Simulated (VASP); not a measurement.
# SrO (Fm-3m) in VASP: further runs

The runs below take SrO through single point, relaxation of volume and atoms at fixed shape, with LDA.

Everything below comes from runs of VASP 6.6.1. Logs are shortened: lines on timing, memory, paths and dates and some standing lists are left out, and cuts for length are marked.

### 1 The cell of the first run

It takes space group Fm-3m (No. 225, cubic). The conventional cell has a = 5.064 Å, b = 5.064 Å, c = 5.064 Å, α = 90.00°, β = 90.00°, γ = 90.00°. Sr (site symmetry m-3m) has 6 O at 2.53 Å within 3.3 Å. O (site symmetry m-3m) has 6 Sr at 2.53 Å within 3.3 Å.

### 2 Single point, LDA

INCAR

```
SYSTEM = SrO
PREC = Accurate
ENCUT = 520
EDIFF = 1E-7
ISMEAR = 0
SIGMA = 0.01
LREAL = .FALSE.
LASPH = .TRUE.
NELM = 80
ALGO = Normal
ISIF = 2
LWAVE = .FALSE.
LCHARG = .FALSE.
GGA = CA
NBANDS = 15
```

KPOINTS

```
regular mesh
0
G
  5 5 5
  0 0 0
```

POSCAR

```
SrO
1.0
    0.0000000000      2.5322246015      2.5322246015
    2.5322246015      0.0000000000      2.5322246015
    2.5322246015      2.5322246015      0.0000000000
Sr O
1 1
Direct
    0.5000000000      0.5000000000      0.5000000000
    0.0000000000      0.0000000000      0.0000000000
```

Potentials or basis: VASP PAW LDA potentials, release 64 (Sr_sv, O).

On the command line:

```bash
cat potpaw_LDA.64/Sr_sv/POTCAR potpaw_LDA.64/O/POTCAR > POTCAR
mpirun -np 1 vasp_std > vasp.out
```

OUTCAR:

```text
SYSTEM = SrO
   PREC = Accurate
   ENCUT = 520
   EDIFF = 1E-7
   ISMEAR = 0
   LREAL = .FALSE.
   LASPH = .TRUE.
   NELM = 80
   ISIF = 2
   GGA = CA

 ion  position               nearest neighbor table
   1  0.500  0.500  0.500-   2 2.53   2 2.53   2 2.53   2 2.53   2 2.53   2 2.53
   2  0.000  0.000  0.000-   1 2.53   1 2.53   1 2.53   1 2.53   1 2.53   1 2.53

  LATTYP: Found a face centered cubic cell.
 ALAT       =     5.0644492030

  Lattice vectors:

 A1 = (   0.0000000000,   2.5322246015,   2.5322246015)
 A2 = (   2.5322246015,   0.0000000000,   2.5322246015)
 A3 = (   2.5322246015,   2.5322246015,   0.0000000000)

Analysis of symmetry for initial positions (statically):
=====================================================================
 Subroutine PRICEL returns:
 Original cell was already a primitive cell.

 Routine SETGRP: Setting up the symmetry group for a
 face centered cubic supercell.

 Subroutine GETGRP returns: Found 48 space group operations
 (whereof 48 operations were pure point group operations)
 out of a pool of 48 trial point group operations.

The static configuration has the point symmetry O_h .

Analysis of symmetry for dynamics (positions and initial velocities):
=====================================================================
 Subroutine PRICEL returns:
 Original cell was already a primitive cell.

 Routine SETGRP: Setting up the symmetry group for a
 face centered cubic supercell.

 Subroutine GETGRP returns: Found 48 space group operations
 (whereof 48 operations were pure point group operations)
 out of a pool of 48 trial point group operations.

The dynamic configuration has the point symmetry O_h .

 Subroutine INISYM returns: Found 48 space group operations
 (whereof 48 operations are pure point group operations),
 and found     1 'primitive' translations

----------------------------------------------------------------------------------------

                                     Primitive cell

  volume of cell :      32.4741

  direct lattice vectors                    reciprocal lattice vectors
     0.000000000  2.532224601  2.532224601    -0.197454839  0.197454839  0.197454839
     2.532224601  0.000000000  2.532224601     0.197454839 -0.197454839  0.197454839
     2.532224601  2.532224601  0.000000000     0.197454839  0.197454839 -0.197454839

  length of vectors
     3.581106374  3.581106374  3.581106374     0.342001813  0.342001813  0.342001813

  position of ions in fractional coordinates (direct lattice)
     0.500000000  0.500000000  0.500000000
     0.000000000  0.000000000  0.000000000
[... 73 lines left out ...]
   NELECT =      16.0000    total number of electrons
   NUPDOWN=      -1.0000    fix difference up-down
   EMIN   =  10.00;   EMAX   =-10.00  energy-range for DOS
   EFERMI =   0.00;   METHOD = LEGACY
   ISMEAR =     0;   SIGMA  =   0.01  broadening in eV -4-tet -1-fermi 0-gaus
   EFERMI_NEDOS =   21; number of points for ismear=-14 and -15
   IALGO  =     38    algorithm
   IMIX   =      4    mixing-type and parameters
     AMIX     =   0.40;   BMIX     =  1.00
     AMIX_MAG =   1.60;   BMIX_MAG =  1.00
  volume/ion in A,a.u.               =      16.24       109.57
  Fermi-wavevector in a.u.,A,eV,Ry     =   1.293012  2.443439 22.747314  1.671880
  Thomas-Fermi vector in A             =   2.424684
   LORBIT       =      0    0 simple, 1 ext, 2 COOP (PROOUT), +10 PAW based schemes
   GGA     = CA    functional components
   LHFCALC =     F    Hartree Fock is set to
   AEXX    =    0.0000 exact exchange contribution
   IVDW    =     0    specifies the selected vdW correction
   LEPSILON=     F    determine dielectric tensor
   LRPA    =     F    only Hartree local field effects (RPA)
 non-spin polarized calculation
 Gauss-broadening in eV      SIGMA  =   0.01
  energy-cutoff  :      520.00
  volume of cell :       32.47
 maximum number of plane-waves:       893
   NGX = 13   NGY = 13   NGZ = 13

 number of electron      15.9999995 magnetization

 Free energy of the ion-electron system (eV)
  ---------------------------------------------------
  ext. energy  EPLUGINS =         0.00000000
  ---------------------------------------------------
  free energy    TOTEN  =       -13.38599666 eV

  energy without entropy =      -13.38599666  energy(sigma->0) =      -13.38599666

 E-fermi :   1.6257     XC(G=0): -10.7430

 val. band max:        1.5730855661   @ k =   0.0000   0.0000   0.0000
 cond. band min:       4.8273830674   @ k =   0.4000   0.4000   0.0000
 fundamental gap:      3.2542975013
 Fermi energy:         1.6256500603

 k-point     1 :       0.0000    0.0000    0.0000
  band No.  band energies     occupation
      1     -30.3655      2.00000
      2     -13.2455      2.00000
      3     -12.0381      2.00000
      4     -12.0381      2.00000
      5     -12.0381      2.00000
      6       1.5731      2.00000
      7       1.5731      2.00000
      8       1.5731      2.00000
      9       5.7030      0.00000
     10       7.7687      0.00000
     11       7.7687      0.00000
     12       7.7687      0.00000
     13      10.1000      0.00000
     14      10.1000      0.00000
[... 149 lines left out ...]
      2     -14.2424      2.00000
      3     -12.6922      2.00000
      4     -12.6069      2.00000
      5     -11.3812      2.00000
      6       0.3118      2.00000
      7       0.8660      2.00000
      8       1.2012      2.00000
      9       6.8120      0.00000
     10       8.6908      0.00000
     11      10.6200      0.00000
     12      12.2563      0.00000
     13      13.1133      0.00000
     14      14.8773      0.00000
     15      15.7938      0.00000

------------------------ aborting loop because EDIFF is reached ----------------------------------------

  FORCE on cell =-STRESS in cart. coord.  units (eV):
  Direction    XX          YY          ZZ          XY          YZ          ZX
  --------------------------------------------------------------------------------------
  -------------------------------------------------------------------------------------
  Total        0.1702296      0.1702296      0.1702296     -0.0000000      0.0000000     -0.0000000
  in kB        8.3986398      8.3986398      8.3986398     -0.0000000      0.0000000     -0.0000000
  external PRESSURE =       8.3986398 kB  Pullay stress =       0.0000000 kB

 VOLUME and BASIS-vectors are now :
 -----------------------------------------------------------------------------
  energy-cutoff  :      520.00
  volume of cell :       32.47
      direct lattice vectors                 reciprocal lattice vectors
     0.000000000  2.532224601  2.532224601    -0.197454839  0.197454839  0.197454839
     2.532224601  0.000000000  2.532224601     0.197454839 -0.197454839  0.197454839
     2.532224601  2.532224601  0.000000000     0.197454839  0.197454839 -0.197454839

 POSITION                                       TOTAL-FORCE (eV/Angst)
 -----------------------------------------------------------------------------------
      2.53222      2.53222      2.53222         0.000000      0.000000     -0.000000
      0.00000      0.00000      0.00000        -0.000000     -0.000000      0.000000
 -----------------------------------------------------------------------------------
    total drift:                                0.000000      0.000000      0.000000

  FREE ENERGIE OF THE ION-ELECTRON SYSTEM (eV)
  ---------------------------------------------------
  free  energy   TOTEN  =       -13.3859966591 eV

  energy  without entropy=      -13.3859966591  energy(sigma->0) =      -13.38599666
```

Wall time 9.3 s (1 thread of AMD EPYC 7R13, shared host); peak memory 0.11 GiB.

What came out:

```yaml
Free_energy: -13.3860 eV
Pressure: 0.8 GPa
Band_gap_on_the_k_mesh: 3.25 eV, indirect (least direct gap 3.33 eV)
```

Levels at points of the mesh, in eV from the valence-band top:
```csv
k point,band 6,band 7,band 8,band 9,band 10,band 11
"(0.00, 0.00, 0.00)",0.00,0.00,0.00,4.13,6.20,6.20
```

Caveat: the k points lie up to 0.43 Å⁻¹ apart. A k mesh can miss the band edges.

### 3 Relaxation of volume and atoms at fixed shape, LDA

This run uses another cell than the first one, of 16.90 Å³/atom, 1.041 times its volume.

INCAR

```
PREC = Accurate ; ENCUT = 600
EDIFF = 1E-7 ; ISMEAR = 0
SIGMA = 0.01 ; LREAL = F
LASPH = T ; NELM = 60
ALGO = Normal ; ISIF = 8
LWAVE = F ; LCHARG = F
GGA = CA ; IBRION = 2
NSW = 80 ; EDIFFG = -0.03
```

KPOINTS

```
regular mesh
0
Gamma
  5 5 5
```

POSCAR

```
SrO
1.0
    0.0000000000      2.5663000000      2.5663000000
    2.5663000000      0.0000000000      2.5663000000
    2.5663000000      2.5663000000      0.0000000000
Sr O
1 1
Direct
    0.5000000000      0.5000000000      0.5000000000
    0.0000000000      0.0000000000      0.0000000000
```

Potentials or basis: VASP PAW LDA potentials, release 64 (Sr_sv, O).

On the command line:

```bash
cat potpaw_LDA.64/Sr_sv/POTCAR potpaw_LDA.64/O/POTCAR > POTCAR
mpirun -np 1 vasp_std > vasp.out
```

It took 24 s on 1 thread of AMD EPYC 7R13, shared host; peak memory 0.13 GiB.

The run converged. Its results:

| Item | Value |
| --- | --- |
| Free energy | -13.3903 eV |
| Relaxed volume | 16.35 Å³/atom |
| Relaxed cell | a = 3.589 Å, b = 3.589 Å, c = 3.589 Å, α = 60.00°, β = 60.00°, γ = 60.00° |
| Space group after relaxing (to 0.05 Å) | Fm-3m (No. 225) |
| Energy gained by relaxing | 5.8 meV/atom |
| Ionic steps | 3 |
| Pressure after relaxing | 0.0 GPa |
| Band gap on the k mesh | 3.26 eV, indirect (least direct gap 3.34 eV) |

Step by step:
```
step  energy change (eV)  largest force (eV/Å)  pressure (GPa)  volume (Å³)
   1              0.0000                0.0000           -3.22        33.80
   2             -0.0087                0.0000            1.75        32.17
   3             -0.0115                0.0000            0.00        32.69
```

Final structure:
```
CELL_PARAMETERS angstrom
0.00000 2.53786 2.53786
2.53786 0.00000 2.53786
2.53786 2.53786 0.00000
ATOMIC_POSITIONS crystal
Sr 0.50000 0.50000 0.50000
O 0.00000 0.00000 0.00000
```

Levels at points of the mesh, in eV from the valence-band top:
| k point | band 4 | band 5 | band 6 | band 7 | band 8 | band 9 | band 10 | band 11 | band 12 |
| --- | --- | --- | --- | --- | --- | --- | --- | --- | --- |
| (0.00, 0.00, 0.00) | -13.64 | -13.64 | 0.00 | 0.00 | 0.00 | 4.08 | 6.18 | 6.18 | 6.18 |

Caveat: the k points lie up to 0.43 Å⁻¹ apart in the final cell. A k mesh can miss the band edges.
